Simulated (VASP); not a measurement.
# Re (P6_3/mmc) in VASP: further runs

The runs below take Re through single point, with LDA.

All numbers are computed with VASP 6.6.1; they aren't measurements. Logs are shortened: lines on timing, memory, paths and dates and some standing lists are left out, and cuts for length are marked.

## (1) The cell of the first run

It takes space group P6_3/mmc (No. 194, hexagonal). The conventional cell has a = 2.739 Å, b = 2.739 Å, c = 4.412 Å, α = 90.00°, β = 90.00°, γ = 120.00°. Within 3.6 Å of Re (site symmetry -6m2) lie 12 Re at 2.71 to 2.74 Å.

## (2) Single point, LDA

Input file INCAR:

```
SYSTEM = Re
PREC     = Accurate       ! precision mode
ENCUT    = 600            ! plane-wave cutoff, eV
EDIFF    = 1E-6           ! SCF threshold, eV
ISMEAR   = 1              ! smearing method
SIGMA    = 1.0            ! smearing width, eV
LREAL    = .False.        ! projectors in reciprocal space
LASPH    = .True.         ! aspherical terms in the spheres
NELM     = 120            ! most SCF steps
ALGO     = Normal         ! electronic algorithm
ISIF     = 2              ! what is computed and relaxed
LWAVE    = .False.        ! write WAVECAR
LCHARG   = .False.        ! write CHGCAR
GGA      = CA             ! functional
NBANDS   = 14             ! bands
GGA_COMPAT= .False.
```

Input file KPOINTS:

```
Automatic mesh
0
Gamma
  13 13 7
  0 0 0
```

Input file POSCAR:

```
Re
1.0
    2.7391880258      0.0000000000      0.0000000000
   -1.3695940129      2.3722064161      0.0000000000
    0.0000000000      0.0000000000      4.4118668232
Re
2
Direct
    0.3333333333      0.6666666667      0.2500000000
    0.6666666667      0.3333333333      0.7500000000
```

Potentials or basis: VASP PAW LDA potentials, release 64 (Re).

Command:

```sh
$ cat potpaw_LDA.64/Re/POTCAR > POTCAR
$ mpirun -np 1 vasp_std > vasp.out
```

OUTCAR:

```text
SYSTEM = Re
   PREC = Accurate
   ENCUT = 600
   EDIFF = 1E-6
   ISMEAR = 1
   LREAL = .False.
   LASPH = .True.
   NELM = 120
   ISIF = 2
   GGA = CA

 ion  position               nearest neighbor table
   1  0.333  0.667  0.250-   2 2.71   2 2.71   2 2.71   2 2.71   2 2.71   2 2.71
   2  0.667  0.333  0.750-   1 2.71   1 2.71   1 2.71   1 2.71   1 2.71   1 2.71

  LATTYP: Found a hexagonal cell.
 ALAT       =     2.7391880258
 C/A-ratio  =     1.6106476743

  Lattice vectors:

 A1 = (   2.7391880258,   0.0000000000,   0.0000000000)
 A2 = (  -1.3695940129,   2.3722064161,   0.0000000000)
 A3 = (   0.0000000000,   0.0000000000,   4.4118668232)

Analysis of symmetry for initial positions (statically):
=====================================================================
 Subroutine PRICEL returns:
 Original cell was already a primitive cell.

 Routine SETGRP: Setting up the symmetry group for a
 hexagonal supercell.

 Subroutine GETGRP returns: Found 24 space group operations
 (whereof 12 operations were pure point group operations)
 out of a pool of 24 trial point group operations.

The static configuration has the point symmetry D_3d.
 The point group associated with its full space group is D_6h.

Analysis of symmetry for dynamics (positions and initial velocities):
=====================================================================
 Subroutine PRICEL returns:
 Original cell was already a primitive cell.

 Routine SETGRP: Setting up the symmetry group for a
 hexagonal supercell.

 Subroutine GETGRP returns: Found 24 space group operations
 (whereof 12 operations were pure point group operations)
 out of a pool of 24 trial point group operations.

The dynamic configuration has the point symmetry D_3d.
 The point group associated with its full space group is D_6h.

 Subroutine INISYM returns: Found 24 space group operations
 (whereof 12 operations are pure point group operations),
 and found     1 'primitive' translations

----------------------------------------------------------------------------------------

                                     Primitive cell

  volume of cell :      28.6680

  direct lattice vectors                    reciprocal lattice vectors
     2.739188026  0.000000000  0.000000000     0.365071689  0.210774238  0.000000000
    -1.369594013  2.372206416  0.000000000     0.000000000  0.421548476  0.000000000
     0.000000000  0.000000000  4.411866823     0.000000000  0.000000000  0.226661420

  length of vectors
     2.739188026  2.739188026  4.411866823     0.421548476  0.421548476  0.226661420

  position of ions in fractional coordinates (direct lattice)
     0.333333333  0.666666667  0.250000000
     0.666666667  0.333333333  0.750000000

  ion indices of the primitive-cell ions
   primitive index   ion index
                 1           1
                 2           2

----------------------------------------------------------------------------------------

 KPOINTS: Automatic mesh

Automatic generation of k-mesh.
 Grid dimensions read from file:
 generate k-points for:   13   13    7

 Generating k-lattice:

  Cartesian coordinates                     Fractional coordinates (reciprocal lattice)
     0.028082438  0.016213403  0.000000000     0.076923077  0.000000000  0.000000000
     0.000000000  0.032426806  0.000000000     0.000000000  0.076923077  0.000000000
     0.000000000  0.000000000  0.032380203     0.000000000  0.000000000  0.142857143

  Length of vectors
     0.032426806  0.032426806  0.032380203

  Shift w.r.t. Gamma in fractional coordinates (k-lattice)
     0.000000000  0.000000000  0.000000000

 Subroutine IBZKPT returns following result:
 ===========================================

 Found     84 irreducible k-points:

 Following reciprocal coordinates:
            Coordinates               Weight
  0.000000  0.000000  0.000000      1.000000
  0.076923 -0.000000  0.000000      6.000000
  0.153846  0.000000  0.000000      6.000000
  0.230769 -0.000000  0.000000      6.000000
  0.307692  0.000000  0.000000      6.000000
  0.384615 -0.000000  0.000000      6.000000
[... 16 lines left out ...]
  0.076923 -0.000000  0.142857     12.000000
  0.153846  0.000000  0.142857     12.000000
 [... further k-points ...]
   k-points           NKPTS =     84   k-points in BZ     NKDIM =     84   number of bands    NBANDS=     14
   number of dos      NEDOS =    301   number of ions     NIONS =      2
   total plane-waves  NPLWV =  20736
   dimension x,y,z NGX =    24 NGY =   24 NGZ =   36
   dimension x,y,z NGXF=    48 NGYF=   48 NGZF=   72
   ions per type =               2
   NGX,Y,Z   is equivalent  to a cutoff of  14.57, 14.57, 13.57 a.u.
   NGXF,Y,Z  is equivalent  to a cutoff of  29.13, 29.13, 27.13 a.u.
 SYSTEM =  Re
   PREC   = accura    normal or accurate (medium, high low for compatibility)
   ISTART =      0    job   : 0-new  1-cont  2-samecut
   ICHARG =      2    charge: 1-file 2-atom 10-const
   ISPIN  =      1    spin polarized calculation?
   LNONCOLLINEAR =      F non collinear calculations
   LSORBIT =      F    spin-orbit coupling
   LASPH  =      T    aspherical Exc in radial PAW
   ENCUT  =  600.0 eV  44.10 Ry    6.64 a.u.   5.47  5.47  8.81*2*pi/ulx,y,z
   NELM   =    120;   NELMIN=  2; NELMDL= -5     # of ELM steps
   EDIFF  = 0.1E-05   stopping-criterion for ELM
   LREAL  =      F    real-space projection
   EDIFFG = 0.1E-04   stopping-criterion for IOM
   NSW    =      0    number of steps for IOM
   IBRION =     -1    ionic relax: 0-MD 1-quasi-New 2-CG
   NFREE  =      0    steps in history (QN), initial steepest desc. (CG)
   ISIF   =      2    stress and relaxation
   ISYM   =      2    0-nonsym 1-usesym 2-fastsym
   POTIM  = 0.5000    time-step for ionic-motion
   TEBEG  =    0.0;   TEEND  =   0.0 temperature during run
   PSTRESS=    0.0 pullay stress
   NELECT =      14.0000    total number of electrons
   NUPDOWN=      -1.0000    fix difference up-down
   EMIN   =  10.00;   EMAX   =-10.00  energy-range for DOS
   EFERMI =   0.00;   METHOD = LEGACY
   ISMEAR =     1;   SIGMA  =   1.00  broadening in eV -4-tet -1-fermi 0-gaus
   EFERMI_NEDOS =   21; number of points for ismear=-14 and -15
   IALGO  =     38    algorithm
   IMIX   =      4    mixing-type and parameters
     AMIX     =   0.40;   BMIX     =  1.00
     AMIX_MAG =   1.60;   BMIX_MAG =  1.00
  volume/ion in A,a.u.               =      14.33        96.73
  Fermi-wavevector in a.u.,A,eV,Ry     =   1.289195  2.436225 22.613205  1.662024
  Thomas-Fermi vector in A             =   2.421103
   LORBIT       =      0    0 simple, 1 ext, 2 COOP (PROOUT), +10 PAW based schemes
   GGA     = CA    functional components
   LHFCALC =     F    Hartree Fock is set to
   AEXX    =    0.0000 exact exchange contribution
   IVDW    =     0    specifies the selected vdW correction
   LEPSILON=     F    determine dielectric tensor
   LRPA    =     F    only Hartree local field effects (RPA)
 non-spin polarized calculation
 Methfessel and Paxton  Order N= 1 SIGMA  =   1.00
  energy-cutoff  :      600.00
  volume of cell :       28.67
 maximum number of plane-waves:       984
 NGX is ok and might be reduce to    24
   NGX = 11   NGY = 11   NGZ = 17

 number of electron      14.0000000 magnetization

 Free energy of the ion-electron system (eV)
  ---------------------------------------------------
  ext. energy  EPLUGINS =         0.00000000
  ---------------------------------------------------
  free energy    TOTEN  =       -27.51439911 eV

  energy without entropy =      -27.53328384  energy(sigma->0) =      -27.52069402

 E-fermi :   8.1989     XC(G=0): -13.9827

 val. band max:        8.1831747514   @ k =   0.3846   0.0769   0.4286
 cond. band min:       8.2052718025   @ k =   0.3846   0.1538   0.2857
 fundamental gap:      0.0220970511
 Fermi energy:         8.1989112402

 k-point     1 :       0.0000    0.0000    0.0000
  band No.  band energies     occupation
      1      -1.7918      2.00000
      2       1.3792      2.00000
      3       6.4982      2.03703
      4       6.4982      2.03703
      5       6.5450      2.04119
      6       7.3784      1.99024
      7       7.3784      1.99024
      8       8.3246      0.78916
      9       8.3246      0.78916
     10       9.0174      0.01076
     11      11.6536     -0.00001
     12      11.6536     -0.00001
     13      18.5949     -0.00000
     14      22.4096     -0.00000

 k-point     2 :       0.0769   -0.0000    0.0000
  band No.  band energies     occupation
      1      -1.5423      2.00000
      2       1.6124      2.00000
      3       5.9657      2.00701
      4       6.7281      2.05786
      5       6.9910      2.07083
      6       7.2135      2.04709
      7       7.5959      1.84276
      8       7.8171      1.59697
      9       8.1320      1.11296
     10       8.4491      0.59092
     11      11.7869     -0.00000
     12      12.7440     -0.00000
     13      18.5894     -0.00000
     14      22.9669     -0.00000

 k-point     3 :       0.1538    0.0000    0.0000
  band No.  band energies     occupation
      1      -0.8377      2.00000
      2       2.2133      2.00000
      3       5.3466      2.00042
      4       6.3987      2.02884
      5       6.7326      2.05825
      6       7.4023      1.97837
      7       7.6437      1.79777
      8       7.6741      1.76682
      9       8.0542      1.24215
     10       8.2299      0.94753
     11      12.0764     -0.00000
     12      14.6427     -0.00000
     13      18.4691     -0.00000
     14      24.3537     -0.00000

 k-point     4 :       0.2308   -0.0000    0.0000
  band No.  band energies     occupation
      1       0.1747      2.00000
      2       2.7513      2.00000
      3       5.0348      2.00007
      4       5.0425      2.00008
      5       6.3598      2.02595
      6       7.1442      2.05982
      7       7.6455      1.79605
      8       8.4693      0.56033
      9       8.5288      0.47397
     10       9.2207     -0.05449
     11      12.3603     -0.00000
     12      16.6429     -0.00000
     13      18.1486     -0.00000
     14      24.3042     -0.00000

 k-point     5 :       0.3077    0.0000    0.0000
  band No.  band energies     occupation
      1       1.2030      2.00000
      2       2.6641      2.00000
      3       3.9507      2.00000
      4       5.3165      2.00035
      5       6.5324      2.04006
      6       6.6703      2.05272
      7       7.2646      2.03379
      8       9.8079     -0.04530
      9       9.8197     -0.04421
     10      10.4509     -0.00652
     11      12.5645     -0.00000
[... 276 lines left out ...]
 k-point    22 :       0.0000    0.0000    0.1429
  band No.  band energies     occupation
      1      -1.5411      2.00000
      2       1.4009      2.00000
      3       6.3799      2.02742
      4       6.3799      2.02742
      5       6.3972      2.02873
      6       7.2197      2.04567
      7       7.2197      2.04567
      8       8.3168      0.80196
      9       8.6774      0.28391
     10       8.6774      0.28391
     11      11.6784     -0.00001
     12      11.6784     -0.00001
     13      19.6068     -0.00000
     14      21.9469     -0.00000

 k-point    23 :       0.0769   -0.0000    0.1429
  band No.  band energies     occupation
      1      -1.2965      2.00000
      2       1.6404      2.00000
      3       5.9599      2.00686
      4       6.5814      2.04452
      5       6.6291      2.04893
      6       6.8276      2.06553
      7       7.4223      1.96765
      8       7.9048      1.47470
      9       8.5340      0.46668
     10       8.5970      0.38171
     11      11.7863     -0.00000
     12      12.4470     -0.00000
     13      19.6191     -0.00000
     14      22.4942     -0.00000

 k-point    24 :       0.1538    0.0000    0.1429
  band No.  band energies     occupation
      1      -0.6119      2.00000
      2       2.2635      2.00000
      3       5.3979      2.00054
      4       5.8320      2.00411
      5       6.5792      2.04432
      6       7.0730      2.06749
      7       7.4755      1.93559
      8       7.9366      1.42743
      9       8.3840      0.69262
     10       8.5766      0.40847
     11      12.0154     -0.00000
     12      13.9153     -0.00000
     13      19.5681     -0.00000
     14      23.9037     -0.00000

 [... further k-points ...]

------------------------ aborting loop because EDIFF is reached ----------------------------------------

  FORCE on cell =-STRESS in cart. coord.  units (eV):
  Direction    XX          YY          ZZ          XY          YZ          ZX
  --------------------------------------------------------------------------------------
  -------------------------------------------------------------------------------------
  Total        0.3331073      0.3331073      0.1074210      0.0000000      0.0000000      0.0000000
  in kB       18.6164967     18.6164967      6.0034818      0.0000000      0.0000000      0.0000000
  external PRESSURE =      14.4121584 kB  Pullay stress =       0.0000000 kB

 VOLUME and BASIS-vectors are now :
 -----------------------------------------------------------------------------
  energy-cutoff  :      600.00
  volume of cell :       28.67
      direct lattice vectors                 reciprocal lattice vectors
     2.739188026  0.000000000  0.000000000     0.365071689  0.210774238  0.000000000
    -1.369594013  2.372206416  0.000000000     0.000000000  0.421548476  0.000000000
     0.000000000  0.000000000  4.411866823     0.000000000  0.000000000  0.226661420

 POSITION                                       TOTAL-FORCE (eV/Angst)
 -----------------------------------------------------------------------------------
     -0.00000      1.58147      1.10297         0.000000     -0.000000      0.000000
      1.36959      0.79074      3.30890        -0.000000      0.000000      0.000000
 -----------------------------------------------------------------------------------
    total drift:                               -0.000000      0.000000     -0.000000

  FREE ENERGIE OF THE ION-ELECTRON SYSTEM (eV)
  ---------------------------------------------------
  free  energy   TOTEN  =       -27.5143991056 eV

  energy  without entropy=      -27.5332838425  energy(sigma->0) =      -27.52069402
```

Run time: 16 s. Hardware: 1 thread of Intel Xeon 6975P-C (Granite Rapids), shared host; peak memory 0.16 GiB.

What came out:

- Free energy: -27.5144 eV
- Pressure: 1.4 GPa
- Band gap on the k mesh: zero (band 7 reaches 9.55 eV, above the bottom of band 8 at 6.50 eV)

Caveat: spin-orbit coupling is left out, which moves the levels of the heavy elements.

(Continued in part 2 of 3.)
